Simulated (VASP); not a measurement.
Wanted: the native input for a VASP 6.6.1 run.

```
Task                   : single point
Functional             : revPBE
Potentials or basis    : VASP PAW PBE potentials, release 64 (W_sv)
Cutoff                 : 520 eV
k mesh                 : 13 × 13 × 13
Occupations            : fermi-dirac, width 0.1 eV
Spin                   : no spin polarisation
Dipole correction      : no
Further INCAR settings : ALGO = Normal; EDIFF = 1e-06; NBANDS = 13
```

The structure of W lies in POSCAR:

```
W
1.0
    2.6814026820      0.0000000000      0.0000000000
    0.0000000000      2.6814026820      0.0000000000
    0.0000000000      0.0000000000      2.6814026820
W
1
Direct
    0.0000000000      0.0000000000      0.0000000000
```

This cell differs from its parent crystal: volume scaled by 1.04.

These files were run (other wordings do the same):

INCAR

```
  PREC = Accurate
  ENCUT = 520
  EDIFF = 1E-6
  ISMEAR = -1
  SIGMA = 0.1
  LREAL = F
  LASPH = T
  NELM = 80
  ALGO = Normal
  ISIF = 2
  LWAVE = F
  LCHARG = F
  GGA = RE
  NBANDS = 13
```

KPOINTS

```
Automatic mesh
0
Gamma
  13 13 13
```

Potentials or basis: VASP PAW PBE potentials, release 64 (W_sv).

The run is started by

```console
$ cat potpaw_PBE.64/W_sv/POTCAR > POTCAR
$ mpirun -np 1 vasp_std > vasp.out
```

Results of the run:

```json
{"Pressure": "-7.6 GPa", "Band gap on the k mesh": "zero (band 7 reaches 10.54 eV, above the bottom of band 8 at 8.15 eV)"}
```

Caveat: the PAW data sets were made with another functional, which shifts forces and pressure a little; spin-orbit coupling is left out, which moves the levels of the heavy elements.

Wall time 18 s on 1 thread of Intel Xeon 8259CL, with other jobs on the host, peak memory 0.14 GiB.
